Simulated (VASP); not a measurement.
# Cu (Pm-3m) in VASP: single point with PBE

Aim: the single point of Cu with PBE.

Program: VASP 6.6.1. These are calculated values, not measurements. Logs are shortened: lines on timing, memory, paths and dates and some standing lists are left out, and cuts for length are marked.

**1. The cell of the first run**

Symmetry: Pm-3m, No. 221, cubic system. Conventional cell: a = 2.409 Å, b = 2.409 Å, c = 2.409 Å, α = 90.00°, β = 90.00°, γ = 90.00°. Within 3.2 Å of Cu (site symmetry m-3m) lie 6 Cu at 2.41 Å.

**2. Single point, PBE**

INCAR

```
ALGO     = Normal         # electronic algorithm
EDIFF    = 1E-7           # SCF threshold, eV
ENCUT    = 520            # plane-wave cutoff, eV
GGA      = PE             # functional
ISIF     = 2              # what is computed and relaxed
ISMEAR   = -1             # smearing method
LASPH    = T              # aspherical terms in the spheres
LCHARG   = F              # write CHGCAR
LREAL    = F              # projectors in reciprocal space
LWAVE    = F              # write WAVECAR
NBANDS   = 12             # bands
NELM     = 80             # most SCF steps
PREC     = Accurate       # precision mode
SIGMA    = 0.13605693000000002 # smearing width, eV
```

KPOINTS

```
k-points
0
Gamma
  14 14 14
```

POSCAR

```
Cu
1.0
    2.4094534553      0.0000000000      0.0000000000
    0.0000000000      2.4094534553      0.0000000000
    0.0000000000      0.0000000000      2.4094534553
Cu
1
Direct
    0.0000000000      0.0000000000      0.0000000000
```

Potentials or basis: VASP PAW PBE potentials, release 64 (Cu).

On the command line:

```
> cat potpaw_PBE.64/Cu/POTCAR > POTCAR
> mpirun -np 1 vasp_std > vasp.out
```

OUTCAR:

```text
EDIFF = 1E-7
   ENCUT = 520
   GGA = PE
   ISIF = 2
   ISMEAR = -1
   LASPH = T
   LREAL = F
   NELM = 80
   PREC = Accurate

 ion  position               nearest neighbor table
   1  0.000  0.000  0.000-

  LATTYP: Found a simple cubic cell.
 ALAT       =     2.4094534553

  Lattice vectors:

 A1 = (   2.4094534553,   0.0000000000,   0.0000000000)
 A2 = (   0.0000000000,   2.4094534553,   0.0000000000)
 A3 = (   0.0000000000,   0.0000000000,   2.4094534553)

Analysis of symmetry for initial positions (statically):
=====================================================================
 Subroutine PRICEL returns:
 Original cell was already a primitive cell.

 Routine SETGRP: Setting up the symmetry group for a
 simple cubic supercell.

 Subroutine GETGRP returns: Found 48 space group operations
 (whereof 48 operations were pure point group operations)
 out of a pool of 48 trial point group operations.

The static configuration has the point symmetry O_h .

Analysis of symmetry for dynamics (positions and initial velocities):
=====================================================================
 Subroutine PRICEL returns:
 Original cell was already a primitive cell.

 Routine SETGRP: Setting up the symmetry group for a
 simple cubic supercell.

 Subroutine GETGRP returns: Found 48 space group operations
 (whereof 48 operations were pure point group operations)
 out of a pool of 48 trial point group operations.

The dynamic configuration has the point symmetry O_h .

 Subroutine INISYM returns: Found 48 space group operations
 (whereof 48 operations are pure point group operations),
 and found     1 'primitive' translations

----------------------------------------------------------------------------------------

                                     Primitive cell

  volume of cell :      13.9880

  direct lattice vectors                    reciprocal lattice vectors
     2.409453455  0.000000000  0.000000000     0.415031881  0.000000000  0.000000000
     0.000000000  2.409453455  0.000000000     0.000000000  0.415031881  0.000000000
     0.000000000  0.000000000  2.409453455     0.000000000  0.000000000  0.415031881

  length of vectors
     2.409453455  2.409453455  2.409453455     0.415031881  0.415031881  0.415031881

  position of ions in fractional coordinates (direct lattice)
     0.000000000  0.000000000  0.000000000

  ion indices of the primitive-cell ions
   primitive index   ion index
                 1           1

----------------------------------------------------------------------------------------

 KPOINTS: k-points

Automatic generation of k-mesh.
 Grid dimensions read from file:
 generate k-points for:   14   14   14

 Generating k-lattice:

  Cartesian coordinates                     Fractional coordinates (reciprocal lattice)
     0.029645134  0.000000000  0.000000000     0.071428571  0.000000000  0.000000000
     0.000000000  0.029645134  0.000000000     0.000000000  0.071428571  0.000000000
     0.000000000  0.000000000  0.029645134     0.000000000  0.000000000  0.071428571

  Length of vectors
     0.029645134  0.029645134  0.029645134

  Shift w.r.t. Gamma in fractional coordinates (k-lattice)
     0.000000000  0.000000000  0.000000000

 Subroutine IBZKPT returns following result:
 ===========================================

 Found    120 irreducible k-points:

 Following reciprocal coordinates:
            Coordinates               Weight
  0.000000  0.000000  0.000000      1.000000
  0.071429  0.000000  0.000000      6.000000
  0.142857  0.000000  0.000000      6.000000
  0.214286  0.000000  0.000000      6.000000
  0.285714  0.000000  0.000000      6.000000
  0.357143  0.000000  0.000000      6.000000
[... 16 lines left out ...]
  0.285714  0.214286  0.000000     24.000000
  0.357143  0.214286  0.000000     24.000000
 [... further k-points ...]
   k-points           NKPTS =    120   k-points in BZ     NKDIM =    120   number of bands    NBANDS=     12
   number of dos      NEDOS =    301   number of ions     NIONS =      1
   total plane-waves  NPLWV =   5832
   dimension x,y,z NGX =    18 NGY =   18 NGZ =   18
   dimension x,y,z NGXF=    36 NGYF=   36 NGZF=   36
   ions per type =               1
   NGX,Y,Z   is equivalent  to a cutoff of  12.42, 12.42, 12.42 a.u.
   NGXF,Y,Z  is equivalent  to a cutoff of  24.84, 24.84, 24.84 a.u.
 SYSTEM =  unknown system
   PREC   = accura    normal or accurate (medium, high low for compatibility)
   ISTART =      0    job   : 0-new  1-cont  2-samecut
   ICHARG =      2    charge: 1-file 2-atom 10-const
   ISPIN  =      1    spin polarized calculation?
   LNONCOLLINEAR =      F non collinear calculations
   LSORBIT =      F    spin-orbit coupling
   LASPH  =      T    aspherical Exc in radial PAW
   ENCUT  =  520.0 eV  38.22 Ry    6.18 a.u.   4.48  4.48  4.48*2*pi/ulx,y,z
   NELM   =     80;   NELMIN=  2; NELMDL= -5     # of ELM steps
   EDIFF  = 0.1E-06   stopping-criterion for ELM
   LREAL  =      F    real-space projection
   EDIFFG = 0.1E-05   stopping-criterion for IOM
   NSW    =      0    number of steps for IOM
   IBRION =     -1    ionic relax: 0-MD 1-quasi-New 2-CG
   NFREE  =      0    steps in history (QN), initial steepest desc. (CG)
   ISIF   =      2    stress and relaxation
   ISYM   =      2    0-nonsym 1-usesym 2-fastsym
   POTIM  = 0.5000    time-step for ionic-motion
   TEBEG  =    0.0;   TEEND  =   0.0 temperature during run
   PSTRESS=    0.0 pullay stress
   NELECT =      11.0000    total number of electrons
   NUPDOWN=      -1.0000    fix difference up-down
   EMIN   =  10.00;   EMAX   =-10.00  energy-range for DOS
   EFERMI =   0.00;   METHOD = LEGACY
   ISMEAR =    -1;   SIGMA  =   0.14  broadening in eV -4-tet -1-fermi 0-gaus
   EFERMI_NEDOS =   21; number of points for ismear=-14 and -15
   IALGO  =     38    algorithm
   IMIX   =      4    mixing-type and parameters
     AMIX     =   0.40;   BMIX     =  1.00
     AMIX_MAG =   1.60;   BMIX_MAG =  1.00
  volume/ion in A,a.u.               =      13.99        94.40
  Fermi-wavevector in a.u.,A,eV,Ry     =   1.511079  2.855525 31.066997  2.283360
  Thomas-Fermi vector in A             =   2.621184
   LORBIT       =      0    0 simple, 1 ext, 2 COOP (PROOUT), +10 PAW based schemes
   GGA     = PE    functional components
   LHFCALC =     F    Hartree Fock is set to
   AEXX    =    0.0000 exact exchange contribution
   IVDW    =     0    specifies the selected vdW correction
   LEPSILON=     F    determine dielectric tensor
   LRPA    =     F    only Hartree local field effects (RPA)
 non-spin polarized calculation
  energy-cutoff  :      520.00
  volume of cell :       13.99
 maximum number of plane-waves:       389
 NGX is ok and might be reduce to    18
   NGX =  9   NGY =  9   NGZ =  9

 number of electron      11.0000012 magnetization

 Free energy of the ion-electron system (eV)
  ---------------------------------------------------
  ext. energy  EPLUGINS =         0.00000000
  ---------------------------------------------------
  free energy    TOTEN  =        -3.27423885 eV

  energy without entropy =       -3.25690133  energy(sigma->0) =       -3.26557009

 E-fermi :   5.5210     XC(G=0): -11.6870

 val. band max:        5.5086955414   @ k =   0.4286   0.2143   0.0714
 cond. band min:       5.5548870985   @ k =   0.2857   0.2857   0.2857
 fundamental gap:      0.0461915571
 Fermi energy:         5.5210338784

 k-point     1 :       0.0000    0.0000    0.0000
  band No.  band energies     occupation
      1      -2.4421      2.00000
      2       1.7652      2.00000
      3       1.7652      2.00000
      4       4.2235      1.99986
      5       4.2235      1.99986
      6       4.2235      1.99986
      7      23.0149      0.00000
      8      23.0149      0.00000
      9      23.0149      0.00000
     10      26.4133      0.00000
     11      26.4133      0.00000
     12      30.1420      0.00000

 k-point     2 :       0.0714    0.0000    0.0000
  band No.  band energies     occupation
      1      -2.3038      2.00000
      2       1.7804      2.00000
      3       1.8162      2.00000
      4       4.1833      1.99989
      5       4.1833      1.99989
      6       4.2268      1.99985
      7      21.1257      0.00000
      8      23.1936      0.00000
      9      23.1936      0.00000
     10      26.4746      0.00000
     11      27.7164      0.00000
     12      30.9932      0.00000

 k-point     3 :       0.1429    0.0000    0.0000
  band No.  band energies     occupation
      1      -1.8964      2.00000
      2       1.8233      2.00000
      3       1.9656      2.00000
      4       4.0723      1.99995
      5       4.0723      1.99995
      6       4.2359      1.99984
      7      18.2299      0.00000
      8      23.7198      0.00000
      9      23.7198      0.00000
     10      26.6600      0.00000
     11      28.6159      0.00000
     12      33.7747      0.00000

 k-point     4 :       0.2143    0.0000    0.0000
  band No.  band energies     occupation
      1      -1.2461      2.00000
      2       1.8857      2.00000
      3       2.2062      2.00000
      4       3.9162      1.99998
      5       3.9162      1.99998
      6       4.2491      1.99983
      7      15.3842      0.00000
      8      24.5655      0.00000
      9      24.5655      0.00000
     10      26.9731      0.00000
     11      29.0429      0.00000
     12      37.4457      0.00000

 k-point     5 :       0.2857    0.0000    0.0000
  band No.  band energies     occupation
      1      -0.4146      2.00000
      2       1.9558      2.00000
      3       2.5424      2.00000
      4       3.7484      2.00000
      5       3.7484      2.00000
      6       4.2638      1.99981
      7      12.7373      0.00000
      8      25.6902      0.00000
      9      25.6902      0.00000
     10      27.4146      0.00000
     11      29.4059      0.00000
     12      36.0005      0.00000
[... 228 lines left out ...]
      1       1.6957      2.00000
      2       2.3199      2.00000
      3       2.6421      2.00000
      4       3.4954      2.00000
      5       4.1569      1.99991
      6       5.4604      1.21933
      7       7.6155      0.00000
      8      24.6195      0.00000
      9      24.7603      0.00000
     10      29.9966      0.00000
     11      30.1648      0.00000
     12      32.6914      0.00000

 k-point    22 :       0.2143    0.2143    0.0000
  band No.  band energies     occupation
      1      -0.1287      2.00000
      2       2.1392      2.00000
      3       2.5278      2.00000
      4       3.6631      2.00000
      5       3.9259      1.99998
      6       3.9864      1.99997
      7      15.7801      0.00000
      8      17.5161      0.00000
      9      26.0871      0.00000
     10      28.6107      0.00000
     11      30.7321      0.00000
     12      36.9015      0.00000

 k-point    23 :       0.2857    0.2143    0.0000
  band No.  band energies     occupation
      1       0.5885      2.00000
      2       2.2180      2.00000
      3       2.7796      2.00000
      4       3.7029      2.00000
      5       3.7906      1.99999
      6       3.9836      1.99998
      7      13.6756      0.00000
      8      17.8728      0.00000
      9      27.1988      0.00000
     10      28.1687      0.00000
     11      29.2222      0.00000
     12      37.5217      0.00000

 k-point    24 :       0.3571    0.2143    0.0000
  band No.  band energies     occupation
      1       1.2619      2.00000
      2       2.2622      2.00000
      3       2.8575      2.00000
      4       3.6528      2.00000
      5       4.0011      1.99997
      6       4.2460      1.99983
      7      11.3042      0.00000
      8      18.9626      0.00000
      9      25.9082      0.00000
     10      28.5474      0.00000
     11      29.7890      0.00000
     12      36.2369      0.00000

 [... further k-points ...]
[... 5 lines left out ...]
  --------------------------------------------------------------------------------------
  -------------------------------------------------------------------------------------
  Total       -0.0011702     -0.0011702     -0.0011702     -0.0000000      0.0000000     -0.0000000
  in kB       -0.1340340     -0.1340340     -0.1340340     -0.0000000      0.0000000     -0.0000000
  external PRESSURE =      -0.1340340 kB  Pullay stress =       0.0000000 kB

 VOLUME and BASIS-vectors are now :
 -----------------------------------------------------------------------------
  energy-cutoff  :      520.00
  volume of cell :       13.99
      direct lattice vectors                 reciprocal lattice vectors
     2.409453455  0.000000000  0.000000000     0.415031881  0.000000000  0.000000000
     0.000000000  2.409453455  0.000000000     0.000000000  0.415031881  0.000000000
     0.000000000  0.000000000  2.409453455     0.000000000  0.000000000  0.415031881

 POSITION                                       TOTAL-FORCE (eV/Angst)
 -----------------------------------------------------------------------------------
      0.00000      0.00000      0.00000         0.000000      0.000000      0.000000
 -----------------------------------------------------------------------------------
    total drift:                                0.000000      0.000000      0.000000

  FREE ENERGIE OF THE ION-ELECTRON SYSTEM (eV)
  ---------------------------------------------------
  free  energy   TOTEN  =        -3.2742388532 eV

  energy  without entropy=       -3.2569013276  energy(sigma->0) =       -3.26557009
```

Run time: 24 s. Hardware: 1 thread of Intel Xeon 6975P-C, shared host; peak memory 0.13 GiB.

Results:

- Free energy: -3.2742 eV
- Pressure: 0.0 GPa
